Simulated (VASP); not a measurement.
# MgZn5S6 in VASP: notebook, part 2 of 2

VASP 6.6.1. The steps go on from the part before.

## (3) Single point, PBE

Contents of INCAR:

```
SYSTEM = MgZn5S6
ALGO = Normal
EDIFF = 1E-7
ENCUT = 520
GGA = PE
ISIF = 2
ISMEAR = 0
LASPH = .True.
LCHARG = .False.
LREAL = .False.
LWAVE = .False.
NBANDS = 61
NELM = 100
PREC = Accurate
SIGMA = 0.1
```

Contents of KPOINTS:

```
k-points
0
Gamma
  6 6 1
  0 0 0
```

Contents of POSCAR:

```
MgZn5S6
1.0
    3.8767271000      0.0000000000      0.0000000000
   -1.9383635000      3.3573442000      0.0000000000
    0.0000000000      0.0000000000     19.0320950000
Mg Zn S
1 5 6
Direct
    0.3333333000      0.6666667000      0.1665510000
    0.0000000000      0.0000000000      0.9959130000
    0.0000000000      0.0000000000      0.5021330000
    0.6666667000      0.3333333000      0.6668210000
    0.6666667000      0.3333333000      0.3376650000
    0.3333333000      0.6666667000      0.8312200000
    0.0000000000      0.0000000000      0.1196550000
    0.0000000000      0.0000000000      0.6262940000
    0.3333333000      0.6666667000      0.2964430000
    0.6666667000      0.3333333000      0.7907280000
    0.6666667000      0.3333333000      0.4614320000
    0.3333333000      0.6666667000      0.9551440000
```

Potentials or basis: VASP PAW PBE potentials, release 64 (Mg, Zn, S).

Run with:

```
cat potpaw_PBE.64/Mg/POTCAR potpaw_PBE.64/Zn/POTCAR potpaw_PBE.64/S/POTCAR > POTCAR
mpirun -np 1 vasp_std > vasp.out
```

OUTCAR:

```text
SYSTEM = MgZn5S6
   EDIFF = 1E-7
   ENCUT = 520
   GGA = PE
   ISIF = 2
   ISMEAR = 0
   LASPH = .True.
   LREAL = .False.
   NELM = 100
   PREC = Accurate

 ion  position               nearest neighbor table
   1  0.333  0.667  0.167-   7 2.41   7 2.41   7 2.41   9 2.47
   2  0.000  0.000  0.996-   7 2.36  12 2.37  12 2.37  12 2.37
   3  0.000  0.000  0.502-   8 2.36  11 2.37  11 2.37  11 2.37
   4  0.667  0.333  0.667-  10 2.36   8 2.37   8 2.37   8 2.37
   5  0.667  0.333  0.338-  11 2.36   9 2.37   9 2.37   9 2.37
   6  0.333  0.667  0.831-  12 2.36  10 2.37  10 2.37  10 2.37
   7  0.000  0.000  0.120-   2 2.36   1 2.41   1 2.41   1 2.41
   8  0.000  0.000  0.626-   3 2.36   4 2.37   4 2.37   4 2.37
   9  0.333  0.667  0.296-   5 2.37   5 2.37   5 2.37   1 2.47
  10  0.667  0.333  0.791-   4 2.36   6 2.37   6 2.37   6 2.37
  11  0.667  0.333  0.461-   5 2.36   3 2.37   3 2.37   3 2.37
  12  0.333  0.667  0.955-   6 2.36   2 2.37   2 2.37   2 2.37

  LATTYP: Found a hexagonal cell.
 ALAT       =     3.8767271000
 C/A-ratio  =     4.9093202872

  Lattice vectors:

 A1 = (   3.8767271000,   0.0000000000,   0.0000000000)
 A2 = (  -1.9383635000,   3.3573442000,   0.0000000000)
 A3 = (   0.0000000000,   0.0000000000,  19.0320950000)

Analysis of symmetry for initial positions (statically):
=====================================================================
 Subroutine PRICEL returns:
 Original cell was already a primitive cell.

 Routine SETGRP: Setting up the symmetry group for a
 hexagonal supercell.

 Subroutine GETGRP returns: Found  6 space group operations
 (whereof  6 operations were pure point group operations)
 out of a pool of 24 trial point group operations.

The static configuration has the point symmetry C_3v.

Analysis of symmetry for dynamics (positions and initial velocities):
=====================================================================
 Subroutine PRICEL returns:
 Original cell was already a primitive cell.

 Routine SETGRP: Setting up the symmetry group for a
 hexagonal supercell.

 Subroutine GETGRP returns: Found  6 space group operations
 (whereof  6 operations were pure point group operations)
 out of a pool of 24 trial point group operations.

The dynamic configuration has the point symmetry C_3v.

 Subroutine INISYM returns: Found  6 space group operations
 (whereof  6 operations are pure point group operations),
 and found     1 'primitive' translations

----------------------------------------------------------------------------------------

                                     Primitive cell

  volume of cell :     247.7124

  direct lattice vectors                    reciprocal lattice vectors
     3.876727100  0.000000000  0.000000000     0.257949547  0.148927235  0.000000000
    -1.938363500  3.357344200  0.000000000     0.000000000  0.297854477  0.000000000
     0.000000000  0.000000000 19.032095000     0.000000000  0.000000000  0.052542823

  length of vectors
     3.876727100  3.876727116 19.032095000     0.297854478  0.297854477  0.052542823

  position of ions in fractional coordinates (direct lattice)
     0.333333300  0.666666700  0.166551000
     0.000000000  0.000000000  0.995913000
     0.000000000  0.000000000  0.502133000
     0.666666700  0.333333300  0.666821000
     0.666666700  0.333333300  0.337665000
     0.333333300  0.666666700  0.831220000
     0.000000000  0.000000000  0.119655000
     0.000000000  0.000000000  0.626294000
[... 61 lines left out ...]
   NGX,Y,Z   is equivalent  to a cutoff of  12.86, 12.86, 12.58 a.u.
   NGXF,Y,Z  is equivalent  to a cutoff of  25.73, 25.73, 25.16 a.u.
 SYSTEM =  MgZn5S6
   PREC   = accura    normal or accurate (medium, high low for compatibility)
   ISTART =      0    job   : 0-new  1-cont  2-samecut
   ICHARG =      2    charge: 1-file 2-atom 10-const
   ISPIN  =      1    spin polarized calculation?
   LNONCOLLINEAR =      F non collinear calculations
   LSORBIT =      F    spin-orbit coupling
   LASPH  =      T    aspherical Exc in radial PAW
   ENCUT  =  520.0 eV  38.22 Ry    6.18 a.u.   7.21  7.21 35.39*2*pi/ulx,y,z
   NELM   =    100;   NELMIN=  2; NELMDL= -5     # of ELM steps
   EDIFF  = 0.1E-06   stopping-criterion for ELM
   LREAL  =      F    real-space projection
   EDIFFG = 0.1E-05   stopping-criterion for IOM
   NSW    =      0    number of steps for IOM
   IBRION =     -1    ionic relax: 0-MD 1-quasi-New 2-CG
   NFREE  =      0    steps in history (QN), initial steepest desc. (CG)
   ISIF   =      2    stress and relaxation
   ISYM   =      2    0-nonsym 1-usesym 2-fastsym
   POTIM  = 0.5000    time-step for ionic-motion
   TEBEG  =    0.0;   TEEND  =   0.0 temperature during run
   PSTRESS=    0.0 pullay stress
   NELECT =      98.0000    total number of electrons
   NUPDOWN=      -1.0000    fix difference up-down
   EMIN   =  10.00;   EMAX   =-10.00  energy-range for DOS
   EFERMI =   0.00;   METHOD = LEGACY
   ISMEAR =     0;   SIGMA  =   0.10  broadening in eV -4-tet -1-fermi 0-gaus
   EFERMI_NEDOS =   21; number of points for ismear=-14 and -15
   IALGO  =     38    algorithm
   IMIX   =      4    mixing-type and parameters
     AMIX     =   0.40;   BMIX     =  1.00
     AMIX_MAG =   1.60;   BMIX_MAG =  1.00
  volume/ion in A,a.u.               =      20.64       139.30
  Fermi-wavevector in a.u.,A,eV,Ry     =   1.201806  2.271084 19.651400  1.444337
  Thomas-Fermi vector in A             =   2.337605
   LORBIT       =      0    0 simple, 1 ext, 2 COOP (PROOUT), +10 PAW based schemes
   GGA     = PE    functional components
   LHFCALC =     F    Hartree Fock is set to
   AEXX    =    0.0000 exact exchange contribution
   IVDW    =     0    specifies the selected vdW correction
   LEPSILON=     F    determine dielectric tensor
   LRPA    =     F    only Hartree local field effects (RPA)
 non-spin polarized calculation
 Gauss-broadening in eV      SIGMA  =   0.10
  energy-cutoff  :      520.00
  volume of cell :      247.71
 maximum number of plane-waves:      6705
 NGX is ok and might be reduce to    30
   NGX = 15   NGY = 15   NGZ = 71

 number of electron      98.0000001 magnetization

 Free energy of the ion-electron system (eV)
  ---------------------------------------------------
  ext. energy  EPLUGINS =         0.00000000
  ---------------------------------------------------
  free energy    TOTEN  =       -42.64591543 eV

  energy without entropy =      -42.64591543  energy(sigma->0) =      -42.64591543

 E-fermi :   2.2837     XC(G=0):  -9.3047

 val. band max:        1.7935260362   @ k =   0.0000   0.0000   0.0000
 cond. band min:       3.9069296328   @ k =   0.0000   0.0000   0.0000
 fundamental gap:      2.1134035966
 Fermi energy:         2.2836720101

 k-point     1 :       0.0000    0.0000    0.0000
  band No.  band energies     occupation
      1     -11.0153      2.00000
      2     -10.8524      2.00000
      3     -10.6863      2.00000
      4     -10.3915      2.00000
      5     -10.2820      2.00000
      6      -9.9779      2.00000
[... 437 lines left out ...]
     60       8.2921      0.00000
     61       8.6801      0.00000

------------------------ aborting loop because EDIFF is reached ----------------------------------------

  FORCE on cell =-STRESS in cart. coord.  units (eV):
  Direction    XX          YY          ZZ          XY          YZ          ZX
  --------------------------------------------------------------------------------------
  -------------------------------------------------------------------------------------
  Total        0.1612018      0.1612018      0.1120358      0.0000000     -0.0000000      0.0000000
  in kB        1.0426360      1.0426360      0.7246355      0.0000000     -0.0000000      0.0000000
  external PRESSURE =       0.9366358 kB  Pullay stress =       0.0000000 kB

 VOLUME and BASIS-vectors are now :
 -----------------------------------------------------------------------------
  energy-cutoff  :      520.00
  volume of cell :      247.71
      direct lattice vectors                 reciprocal lattice vectors
     3.876727100  0.000000000  0.000000000     0.257949547  0.148927235  0.000000000
    -1.938363500  3.357344200  0.000000000     0.000000000  0.297854477  0.000000000
     0.000000000  0.000000000 19.032095000     0.000000000  0.000000000  0.052542823

 POSITION                                       TOTAL-FORCE (eV/Angst)
 -----------------------------------------------------------------------------------
     -0.00000      2.23823      3.16981        -0.000000      0.000000     -0.003266
      0.00000      0.00000     18.95431        -0.000000      0.000000      0.003704
      0.00000      0.00000      9.55664        -0.000000      0.000000      0.004264
      1.93836      1.11911     12.69100         0.000000      0.000000      0.001578
      1.93836      1.11911      6.42647         0.000000      0.000000     -0.001535
     -0.00000      2.23823     15.81986         0.000000     -0.000000      0.001048
      0.00000      0.00000      2.27729        -0.000000      0.000000      0.023624
      0.00000      0.00000     11.91969         0.000000     -0.000000     -0.002720
     -0.00000      2.23823      5.64193         0.000000     -0.000000     -0.021443
      1.93836      1.11911     15.04921        -0.000000      0.000000     -0.001809
      1.93836      1.11911      8.78202        -0.000000      0.000000     -0.001602
     -0.00000      2.23823     18.17839        -0.000000      0.000000     -0.001844
 -----------------------------------------------------------------------------------
    total drift:                               -0.000051      0.000028     -0.001831

  FREE ENERGIE OF THE ION-ELECTRON SYSTEM (eV)
  ---------------------------------------------------
  free  energy   TOTEN  =       -42.6459154290 eV

  energy  without entropy=      -42.6459154290  energy(sigma->0) =      -42.64591543
```

Run time: 2.4 min. Hardware: 1 thread of Intel Xeon Platinum 8488C (Sapphire Rapids), shared host; peak memory 0.39 GiB.

Results:

| Item | Value |
| --- | --- |
| Free energy | -42.6459 eV |
| Pressure | 0.1 GPa |
| Largest force | 0.024 eV/Å |
| Band gap on the k mesh | 2.11 eV |

Forces on the atoms (eV/Å):
```
Mg   0.000  0.000 -0.003
Zn   0.000  0.000  0.004
Zn   0.000  0.000  0.004
Zn   0.000  0.000  0.002
Zn   0.000  0.000 -0.002
Zn   0.000  0.000  0.001
S    0.000  0.000  0.024
S    0.000  0.000 -0.003
S    0.000  0.000 -0.021
S    0.000  0.000 -0.002
S    0.000  0.000 -0.002
S    0.000  0.000 -0.002
```

## (4) Single point, PBE

Contents of INCAR:

```
SYSTEM = MgZn5S6
PREC = Accurate
ENCUT = 520
EDIFF = 1E-7
ISMEAR = 0
SIGMA = 0.1
LREAL = .FALSE.
LASPH = .TRUE.
NELM = 100
ALGO = Normal
ISIF = 2
LWAVE = .FALSE.
LCHARG = .TRUE.
GGA = PE
LELF = .TRUE.
LVHAR = .TRUE.
NBANDS = 61
```

Contents of KPOINTS:

```
regular mesh
0
G
  6 6 1
  0 0 0
```

Contents of POSCAR:

```
MgZn5S6
1.0
    3.8767271276     -0.0000000289      0.0000000000
   -1.9383635388      3.3573441905      0.0000000000
    0.0000000000      0.0000000000     19.0320950000
Mg Zn S
1 5 6
Direct
    0.3333333333      0.6666666667      0.1665510000
    0.0000000000      0.0000000000      0.9959130000
    0.0000000000      0.0000000000      0.5021330000
    0.6666666667      0.3333333333      0.6668210000
    0.6666666667      0.3333333333      0.3376650000
    0.3333333333      0.6666666667      0.8312200000
    0.0000000000      0.0000000000      0.1196550000
    0.0000000000      0.0000000000      0.6262940000
    0.3333333333      0.6666666667      0.2964430000
    0.6666666667      0.3333333333      0.7907280000
    0.6666666667      0.3333333333      0.4614320000
    0.3333333333      0.6666666667      0.9551440000
```

Run with:

```
cat potpaw_PBE.64/Mg/POTCAR potpaw_PBE.64/Zn/POTCAR potpaw_PBE.64/S/POTCAR > POTCAR
mpirun -np 1 vasp_std > vasp.out
```

Run time: 2.7 min. Hardware: 1 thread of Intel Xeon Platinum 8488C (Sapphire Rapids), shared host; peak memory 0.39 GiB.

The run converged. Its results:

| Item | Value |
| --- | --- |
| Free energy | -42.6459 eV |
| Pressure | 0.1 GPa |
| Largest force | 0.024 eV/Å |
| Band gap on the k mesh | 2.11 eV |

Forces in eV/Å, atoms in the order of the input:
```
Mg   0.000  0.000 -0.003
Zn   0.000  0.000  0.004
Zn   0.000  0.000  0.004
Zn   0.000  0.000  0.002
Zn   0.000  0.000 -0.002
Zn   0.000  0.000  0.001
S    0.000  0.000  0.024
S    0.000  0.000 -0.003
S    0.000  0.000 -0.021
S    0.000  0.000 -0.002
S    0.000  0.000 -0.002
S    0.000  0.000 -0.002
```

Levels at points of the mesh, in eV from the valence-band top:
```csv
k point,band 46,band 47,band 48,band 49,band 50,band 51,band 52,band 53
"(0.00, 0.00, 0.00)",-0.17,-0.06,0.00,0.00,2.11,3.07,3.14,3.24
"(0.50, 0.00, 0.00)",-1.21,-1.06,-0.96,-0.79,3.50,3.59,3.81,3.88
```

## (5) Single point, PBE

Contents of INCAR:

```
SYSTEM = MgZn5S6
ALGO = Normal
EDIFF = 1E-6
ENCUT = 520
GGA = PE
ISIF = 2
ISMEAR = 0
LASPH = .True.
LCHARG = .False.
LREAL = .False.
LWAVE = .False.
NBANDS = 61
NELM = 60
PREC = Accurate
SIGMA = 0.1
```

Contents of KPOINTS:

```
k-points
0
Gamma
  6 6 1
  0 0 0
```

Contents of POSCAR:

```
MgZn5S6
1.0
    3.8772105046      0.0000111016     -0.0000508897
   -1.9385951528      3.3577121117     -0.0000387784
   -0.0002293079     -0.0003914171     19.0290630030
Mg Zn S
1 5 6
Direct
    0.3334710524      0.6667806784      0.1665423451
    0.0004633043      0.0000578243      0.9959351257
   -0.0002509427     -0.0000359699      0.5021377452
    0.6666162342      0.3332436072      0.6668153756
    0.6660794753      0.3333273555      0.3376583967
    0.3336433109      0.6666396411      0.8312114561
    0.0001497205      0.0000940632      0.1196432772
   -0.0000434525     -0.0000794710      0.6262979494
    0.3327918918      0.6666632031      0.2964383904
    0.6669341499      0.3333055715      0.7907429555
    0.6663878572      0.3332843046      0.4614410453
    0.3337573984      0.6667191917      0.9551349380
```

Potentials or basis: VASP PAW PBE potentials, release 64 (Mg, Zn, S).

Run with:

```
cat potpaw_PBE.64/Mg/POTCAR potpaw_PBE.64/Zn/POTCAR potpaw_PBE.64/S/POTCAR > POTCAR
mpirun -np 1 vasp_std > vasp.out
```

OUTCAR:

```text
SYSTEM = MgZn5S6
   EDIFF = 1E-6
   ENCUT = 520
   GGA = PE
   ISIF = 2
   ISMEAR = 0
   LASPH = .True.
   LREAL = .False.
   NELM = 60
   PREC = Accurate

 ion  position               nearest neighbor table
   1  0.333  0.667  0.167-   7 2.41   7 2.41   7 2.41   9 2.47
   2  0.000  0.000  0.996-   7 2.35  12 2.37  12 2.37  12 2.37
   3  1.000  1.000  0.502-   8 2.36  11 2.37  11 2.37  11 2.37
   4  0.667  0.333  0.667-  10 2.36   8 2.37   8 2.37   8 2.37
   5  0.666  0.333  0.338-  11 2.36   9 2.37   9 2.37   9 2.37
   6  0.334  0.667  0.831-  12 2.36  10 2.37  10 2.37  10 2.37
   7  0.000  0.000  0.120-   2 2.35   1 2.41   1 2.41   1 2.41
   8  1.000  1.000  0.626-   3 2.36   4 2.37   4 2.37   4 2.37
   9  0.333  0.667  0.296-   5 2.37   5 2.37   5 2.37   1 2.47
  10  0.667  0.333  0.791-   4 2.36   6 2.37   6 2.37   6 2.37
  11  0.666  0.333  0.461-   5 2.36   3 2.37   3 2.37   3 2.37
  12  0.334  0.667  0.955-   6 2.36   2 2.37   2 2.37   2 2.37

  LATTYP: Found a base centered monoclinic cell.
 ALAT       =     3.8771812786
 B/A-ratio  =     1.7320536404
 C/A-ratio  =     4.9079631931
 COS(beta)  =    -0.0000469660

  Lattice vectors:

 A1 = (   3.8772105046,   0.0000111016,  -0.0000508897)
[... 1479 lines left out ...]

------------------------ aborting loop because EDIFF is reached ----------------------------------------

  FORCE on cell =-STRESS in cart. coord.  units (eV):
  Direction    XX          YY          ZZ          XY          YZ          ZX
  --------------------------------------------------------------------------------------
  -------------------------------------------------------------------------------------
  Total        0.1365198      0.1386670      0.1396591     -0.0014842      0.0013851     -0.0013819
  in kB        0.8829282      0.8968147      0.9032310     -0.0095991      0.0089581     -0.0089373
  external PRESSURE =       0.8943246 kB  Pullay stress =       0.0000000 kB

 VOLUME and BASIS-vectors are now :
 -----------------------------------------------------------------------------
  energy-cutoff  :      520.00
  volume of cell :      247.73
      direct lattice vectors                 reciprocal lattice vectors
     3.877210505  0.000011102 -0.000050890     0.257916960  0.148909898  0.000006171
    -1.938595153  3.357712112 -0.000038778    -0.000000853  0.297821348  0.000006126
    -0.000229308 -0.000391417 19.029063003     0.000000690  0.000001005  0.052551195

 POSITION                                       TOTAL-FORCE (eV/Angst)
 -----------------------------------------------------------------------------------
      0.00028      2.23880      3.16910         0.000106     -0.000245     -0.004958
      0.00146     -0.00020     18.95171        -0.000949      0.000028     -0.003364
      1.93760      3.35741      9.55512         0.000119     -0.000123      0.002806
      1.93843      1.11868     12.68882         0.000414      0.000305      0.002549
      1.93627      1.11909      6.42528         0.001035      0.000111     -0.001405
      0.00107      2.23806     15.81713        -0.000556      0.000138      0.000873
      0.00037      0.00027      2.27670        -0.000267      0.000043      0.029308
      1.93846      3.35721     11.91777        -0.000355     -0.000065     -0.001371
     -0.00215      2.23835      5.64090         0.000529     -0.000148     -0.020359
      1.93952      1.11884     15.04705         0.000038     -0.000079     -0.004165
      1.93752      1.11890      8.78074        -0.000096      0.000168     -0.002088
      0.00133      2.23828     18.17528        -0.000018     -0.000131      0.002174
 -----------------------------------------------------------------------------------
    total drift:                               -0.000037      0.000015     -0.001679

  FREE ENERGIE OF THE ION-ELECTRON SYSTEM (eV)
  ---------------------------------------------------
  free  energy   TOTEN  =       -42.6459424996 eV

  energy  without entropy=      -42.6459424996  energy(sigma->0) =      -42.64594250
```

stdout:

```text
POSCAR found type information on POSCAR MgZnS
 POSCAR found :  3 types and      12 ions
 scaLAPACK will be used
 LDA part: xc-table for (Slater+PW92), standard interpolation
 POSCAR, INCAR and KPOINTS ok, starting setup
 FFT: planning ... GRIDC
 FFT: planning ... GRID_SOFT
 FFT: planning ... GRID
 WAVECAR not read
 entering main loop
```

Run time: 6.2 min. Hardware: 1 thread of Intel Xeon Platinum 8488C (Sapphire Rapids), shared host; peak memory 0.48 GiB.

What came out:

```yaml
Free_energy: -42.6459 eV
Pressure: 0.1 GPa
Largest_force: 0.029 eV/Å
Band_gap_on_the_k_mesh: 2.11 eV
```

Forces on the atoms (eV/Å):
```
Mg   0.000  0.000 -0.005
Zn  -0.001  0.000 -0.003
Zn   0.000  0.000  0.003
Zn   0.000  0.000  0.003
Zn   0.001  0.000 -0.001
Zn  -0.001  0.000  0.001
S    0.000  0.000  0.029
S    0.000  0.000 -0.001
S    0.001  0.000 -0.020
S    0.000  0.000 -0.004
S    0.000  0.000 -0.002
S    0.000  0.000  0.002
```

## (6) Overview

| cell | k mesh | smearing | gap on the mesh (eV) | pressure (GPa) | largest force (eV/Å) |
| --- | --- | --- | --- | --- | --- |
| a = 3.877, b = 3.877, c = 19.033 Å, angles 90.0, 90.0, 120.0°, 12 atoms | 12 × 12 × 2 | gaussian 0.01 eV | 2.11 | 0.1 | 0.02 |
| a = 3.877, b = 3.877, c = 19.032 Å, angles 90.0, 90.0, 120.0°, 12 atoms | 6 × 6 × 1 | gaussian 0.1 eV | 2.11 | 0.1 | 0.02 |
| a = 3.877, b = 3.877, c = 19.029 Å, angles 90.0, 90.0, 120.0°, 12 atoms | 6 × 6 × 1 | gaussian 0.1 eV | 2.11 | 0.1 | 0.03 |

Alike in all rows: task single point; level PBE; potentials or basis VASP PAW PBE potentials, release 64 (Mg, Zn, S); no spin polarisation; cutoff (eV) 520.

Total energies depend on the potentials used, so only differences within one code and one set of settings carry meaning.
